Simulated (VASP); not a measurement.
# Hf (P6_3/mmc) in VASP: relaxation of cell and atoms with LDA

Aim: the relaxation of cell and atoms of Hf with LDA.

Everything below comes from runs of VASP 6.6.1. Logs are shortened: lines on timing, memory, paths and dates and some standing lists are left out, and cuts for length are marked.

## Step 1: The cell of the first run

The structure is hexagonal, space group P6_3/mmc (No. 194). Conventional cell: a = 3.200 Å, b = 3.200 Å, c = 5.062 Å, α = 90.00°, β = 90.00°, γ = 120.00°. Within 4.1 Å of Hf (site symmetry -6m2) lie 12 Hf at 3.13 to 3.20 Å.

## Step 2: Relaxation of cell and atoms, LDA

INCAR

```
SYSTEM = Hf
ALGO = Normal
EDIFF = 1E-7
EDIFFG = -0.005
ENCUT = 500
GGA_COMPAT = .FALSE.
IBRION = 2
ISIF = 3
ISMEAR = 1
LASPH = .TRUE.
LCHARG = .FALSE.
LREAL = .FALSE.
LWAVE = .FALSE.
NELM = 120
NELMIN = 4
NSW = 60
PREC = Accurate
SIGMA = 0.1
```

KPOINTS

```
k-points
0
G
  19 19 11
  0 0 0
```

POSCAR

```
Hf
1.0
    3.2000000000      0.0000000000      0.0000000000
   -1.6000000000      2.7712812920      0.0000000000
    0.0000000000      0.0000000000      5.0624000000
Hf
2
Direct
    0.0000000000      0.0000000000      0.0000000000
    0.3333333333      0.6666666667      0.5000000000
```

Potentials or basis: VASP PAW LDA potentials, release 64 (Hf_pv).

Command:

```bash
> cat potpaw_LDA.64/Hf_pv/POTCAR > POTCAR
> mpirun -np 1 vasp_std > vasp.out
```

OUTCAR:

```text
SYSTEM = Hf
   EDIFF = 1E-7
   EDIFFG = -0.005
   ENCUT = 500
   IBRION = 2
   ISIF = 3
   ISMEAR = 1
   LASPH = .TRUE.
   LREAL = .FALSE.
   NELM = 120
   NELMIN = 4
   NSW = 60
   PREC = Accurate

 ion  position               nearest neighbor table
   1  0.000  0.000  0.000-   2 3.13   2 3.13   2 3.13   2 3.13   2 3.13   2 3.13
   2  0.333  0.667  0.500-   1 3.13   1 3.13   1 3.13   1 3.13   1 3.13   1 3.13

  LATTYP: Found a hexagonal cell.
 ALAT       =     3.2000000000
 C/A-ratio  =     1.5820000000

  Lattice vectors:

 A1 = (   3.2000000000,   0.0000000000,   0.0000000000)
 A2 = (  -1.6000000000,   2.7712812920,   0.0000000000)
 A3 = (   0.0000000000,   0.0000000000,   5.0624000000)

Analysis of symmetry for initial positions (statically):
=====================================================================
 Subroutine PRICEL returns:
 Original cell was already a primitive cell.

 Routine SETGRP: Setting up the symmetry group for a
 hexagonal supercell.

 Subroutine GETGRP returns: Found 24 space group operations
 (whereof 12 operations were pure point group operations)
 out of a pool of 24 trial point group operations.

The static configuration has the point symmetry D_3h.
 The point group associated with its full space group is D_6h.

Analysis of symmetry for dynamics (positions and initial velocities):
=====================================================================
 Subroutine PRICEL returns:
 Original cell was already a primitive cell.

 Routine SETGRP: Setting up the symmetry group for a
 hexagonal supercell.

 Subroutine GETGRP returns: Found 24 space group operations
 (whereof 12 operations were pure point group operations)
 out of a pool of 24 trial point group operations.

The dynamic configuration has the point symmetry D_3h.
 The point group associated with its full space group is D_6h.

 Subroutine INISYM returns: Found 24 space group operations
 (whereof 12 operations are pure point group operations),
 and found     1 'primitive' translations

----------------------------------------------------------------------------------------

                                     Primitive cell

  volume of cell :      44.8939

  direct lattice vectors                    reciprocal lattice vectors
     3.200000000  0.000000000  0.000000000     0.312500000  0.180421959  0.000000000
    -1.600000000  2.771281292  0.000000000     0.000000000  0.360843918  0.000000000
     0.000000000  0.000000000  5.062400000     0.000000000  0.000000000  0.197534766

  length of vectors
     3.200000000  3.200000000  5.062400000     0.360843918  0.360843918  0.197534766

  position of ions in fractional coordinates (direct lattice)
     0.000000000  0.000000000  0.000000000
     0.333333333  0.666666667  0.500000000

  ion indices of the primitive-cell ions
   primitive index   ion index
                 1           1
                 2           2

----------------------------------------------------------------------------------------

 KPOINTS: k-points

Automatic generation of k-mesh.
 Grid dimensions read from file:
 generate k-points for:   19   19   11

 Generating k-lattice:

  Cartesian coordinates                     Fractional coordinates (reciprocal lattice)
     0.016447368  0.009495893  0.000000000     0.052631579  0.000000000  0.000000000
     0.000000000  0.018991785  0.000000000     0.000000000  0.052631579  0.000000000
     0.000000000  0.000000000  0.017957706     0.000000000  0.000000000  0.090909091

  Length of vectors
     0.018991785  0.018991785  0.017957706

  Shift w.r.t. Gamma in fractional coordinates (k-lattice)
     0.000000000  0.000000000  0.000000000

 Subroutine IBZKPT returns following result:
 ===========================================

 Found    240 irreducible k-points:

 Following reciprocal coordinates:
            Coordinates               Weight
  0.000000  0.000000  0.000000      1.000000
  0.052632 -0.000000  0.000000      6.000000
  0.105263 -0.000000  0.000000      6.000000
  0.157895  0.000000  0.000000      6.000000
  0.210526 -0.000000  0.000000      6.000000
  0.263158  0.000000  0.000000      6.000000
[... 16 lines left out ...]
  0.263158  0.105263  0.000000     12.000000
  0.315789  0.105263  0.000000     12.000000
 [... further k-points ...]
   k-points           NKPTS =    240   k-points in BZ     NKDIM =    240   number of bands    NBANDS=     14
   number of dos      NEDOS =    301   number of ions     NIONS =      2
   total plane-waves  NPLWV =  23040
   dimension x,y,z NGX =    24 NGY =   24 NGZ =   40
   dimension x,y,z NGXF=    48 NGYF=   48 NGZF=   80
   ions per type =               2
   NGX,Y,Z   is equivalent  to a cutoff of  12.47, 12.47, 13.14 a.u.
   NGXF,Y,Z  is equivalent  to a cutoff of  24.94, 24.94, 26.27 a.u.
 SYSTEM =  Hf
   PREC   = accura    normal or accurate (medium, high low for compatibility)
   ISTART =      0    job   : 0-new  1-cont  2-samecut
   ICHARG =      2    charge: 1-file 2-atom 10-const
   ISPIN  =      1    spin polarized calculation?
   LNONCOLLINEAR =      F non collinear calculations
   LSORBIT =      F    spin-orbit coupling
   LASPH  =      T    aspherical Exc in radial PAW
   ENCUT  =  500.0 eV  36.75 Ry    6.06 a.u.   5.83  5.83  9.23*2*pi/ulx,y,z
   NELM   =    120;   NELMIN=  4; NELMDL= -5     # of ELM steps
   EDIFF  = 0.1E-06   stopping-criterion for ELM
   LREAL  =      F    real-space projection
   EDIFFG = -.5E-02   stopping-criterion for IOM
   NSW    =     60    number of steps for IOM
   IBRION =      2    ionic relax: 0-MD 1-quasi-New 2-CG
   NFREE  =      1    steps in history (QN), initial steepest desc. (CG)
   ISIF   =      3    stress and relaxation
   ISYM   =      2    0-nonsym 1-usesym 2-fastsym
   POTIM  = 0.5000    time-step for ionic-motion
   TEBEG  =    0.0;   TEEND  =   0.0 temperature during run
   PSTRESS=    0.0 pullay stress
   NELECT =      20.0000    total number of electrons
   NUPDOWN=      -1.0000    fix difference up-down
   EMIN   =  10.00;   EMAX   =-10.00  energy-range for DOS
   EFERMI =   0.00;   METHOD = LEGACY
   ISMEAR =     1;   SIGMA  =   0.10  broadening in eV -4-tet -1-fermi 0-gaus
   EFERMI_NEDOS =   21; number of points for ismear=-14 and -15
   IALGO  =     38    algorithm
   IMIX   =      4    mixing-type and parameters
     AMIX     =   0.40;   BMIX     =  1.00
     AMIX_MAG =   1.60;   BMIX_MAG =  1.00
  volume/ion in A,a.u.               =      22.45       151.48
  Fermi-wavevector in a.u.,A,eV,Ry     =   1.250324  2.362769 21.270117  1.563309
  Thomas-Fermi vector in A             =   2.384323
   LORBIT       =      0    0 simple, 1 ext, 2 COOP (PROOUT), +10 PAW based schemes
   GGA     = CA    functional components
   LHFCALC =     F    Hartree Fock is set to
   AEXX    =    0.0000 exact exchange contribution
   IVDW    =     0    specifies the selected vdW correction
   LEPSILON=     F    determine dielectric tensor
   LRPA    =     F    only Hartree local field effects (RPA)
 conjugate gradient relaxation of ions
 non-spin polarized calculation
 Methfessel and Paxton  Order N= 1 SIGMA  =   0.10
  energy-cutoff  :      500.00
  volume of cell :       44.89
 maximum number of plane-waves:      1158
 NGX is ok and might be reduce to    24
   NGX = 11   NGY = 11   NGZ = 19

--------------------------------------- Ionic step        1  -------------------------------------------

 number of electron      20.0000004 magnetization

 Free energy of the ion-electron system (eV)
  ---------------------------------------------------
  ext. energy  EPLUGINS =         0.00000000
  ---------------------------------------------------
  free energy    TOTEN  =       -21.30658187 eV

  energy without entropy =      -21.30652909  energy(sigma->0) =      -21.30656428

------------------------ aborting loop because EDIFF is reached ----------------------------------------

  FORCE on cell =-STRESS in cart. coord.  units (eV):
  Direction    XX          YY          ZZ          XY          YZ          ZX
  --------------------------------------------------------------------------------------
  -------------------------------------------------------------------------------------
  Total       -2.1915150     -2.1915150     -2.2756354      0.0000000      0.0000000      0.0000000
  in kB      -78.2110254    -78.2110254    -81.2131225      0.0000000      0.0000000      0.0000000
  external PRESSURE =     -79.2117244 kB  Pullay stress =       0.0000000 kB
[... 165 lines left out ...]
  energy  without entropy=      -21.3899981407  energy(sigma->0) =      -21.39005405

--------------------------------------- Ionic step        6  -------------------------------------------

 number of electron      19.9999997 magnetization

 Free energy of the ion-electron system (eV)
  ---------------------------------------------------
  ext. energy  EPLUGINS =         0.00000000
  ---------------------------------------------------
  free energy    TOTEN  =       -21.39009499 eV

  energy without entropy =      -21.39007141  energy(sigma->0) =      -21.39008713

 E-fermi :   5.3268     XC(G=0): -11.7971

 val. band max:        5.3224155878   @ k =   0.2105   0.2105   0.4545
 cond. band min:       5.3270596169   @ k =   0.0000   0.0000   0.4545
 fundamental gap:      0.0046440291
 Fermi energy:         5.3267911153

 k-point     1 :       0.0000    0.0000    0.0000
  band No.  band energies     occupation
      1     -25.6076      2.00000
      2     -24.6531      2.00000
      3     -24.6531      2.00000
      4     -24.4942      2.00000
      5     -24.4922      2.00000
      6     -24.4922      2.00000
      7      -2.2478      2.00000
      8       1.3661      2.00000
      9       6.3540     -0.00000
     10       6.4281     -0.00000
     11       6.4281     -0.00000
     12       6.7031     -0.00000
     13       7.3144     -0.00000
     14       7.3144     -0.00000
[... 375 lines left out ...]
 k-point    24 :       0.3158    0.1053    0.0000
  band No.  band energies     occupation
      1     -25.2662      2.00000
      2     -25.2293      2.00000
      3     -25.1116      2.00000
      4     -24.8717      2.00000
      5     -24.7062      2.00000
      6     -24.6369      2.00000
      7       1.2948      2.00000
      8       2.9151      2.00000
      9       3.2359      2.00000
     10       4.4448      2.00000
     11       5.8927     -0.00000
     12       6.4628     -0.00000
     13       6.5562     -0.00000
     14       9.6591      0.00000

 [... further k-points ...]

------------------------ aborting loop because EDIFF is reached ----------------------------------------

  FORCE on cell =-STRESS in cart. coord.  units (eV):
  Direction    XX          YY          ZZ          XY          YZ          ZX
  --------------------------------------------------------------------------------------
  -------------------------------------------------------------------------------------
  Total        0.0003853      0.0003853      0.0019392      0.0000000      0.0000000      0.0000000
  in kB        0.0148105      0.0148105      0.0745365      0.0000000      0.0000000      0.0000000
  external PRESSURE =       0.0347192 kB  Pullay stress =       0.0000000 kB
[... 17 lines left out ...]
  FREE ENERGIE OF THE ION-ELECTRON SYSTEM (eV)
  ---------------------------------------------------
  free  energy   TOTEN  =       -21.3900949890 eV

  energy  without entropy=      -21.3900714099  energy(sigma->0) =      -21.39008713

 reached required accuracy - stopping structural energy minimisation
```

Run time: 9.5 min. Hardware: 1 thread of Oxide Virtual Turin-like, shared host; peak memory 0.22 GiB.

Results:

| Item | Value |
| --- | --- |
| Free energy | -21.3901 eV |
| Relaxed volume | 20.84 Å³/atom |
| Relaxed cell | a = 3.119 Å, b = 3.119 Å, c = 4.947 Å, α = 90.00°, β = 90.00°, γ = 120.00° |
| Space group after relaxing (to 0.1 Å) | P6_3/mmc (No. 194) |
| Energy gained by relaxing | 41.8 meV/atom |
| Ionic steps | 6 |
| Pressure after relaxing | 0.0 GPa |
| Band gap on the k mesh | zero (bands 10 and 11 overlap by 1.51 eV) |

Step by step:
```csv
step,energy change (eV),largest force (eV/Å),pressure (GPa),volume (Å³)
1,0.0000,0.0000,-7.92,44.89
2,0.0521,0.0000,12.77,38.06
3,-0.0834,0.0000,-0.19,41.75
4,-0.0834,0.0000,0.00,41.69
5,-0.0835,0.0000,0.00,41.69
6,-0.0835,0.0000,0.00,41.68
```

Final structure:
```
Hf
1.0
     3.11930    0.00000    0.00000
    -1.55965    2.70139    0.00000
     0.00000    0.00000    4.94686
Hf
2
Direct
  0.00000 0.00000 0.00000
  0.33333 0.66667 0.50000
```

Levels at points of the mesh, in eV from the Fermi level:
| k point | band 8 | band 9 | band 10 | band 11 | band 12 | band 13 |
| --- | --- | --- | --- | --- | --- | --- |
| (0.00, 0.00, 0.00) | -3.96 | 1.03 | 1.10 | 1.10 | 1.38 | 1.99 |

Caveat: spin-orbit coupling is left out, which moves the levels of the heavy elements.
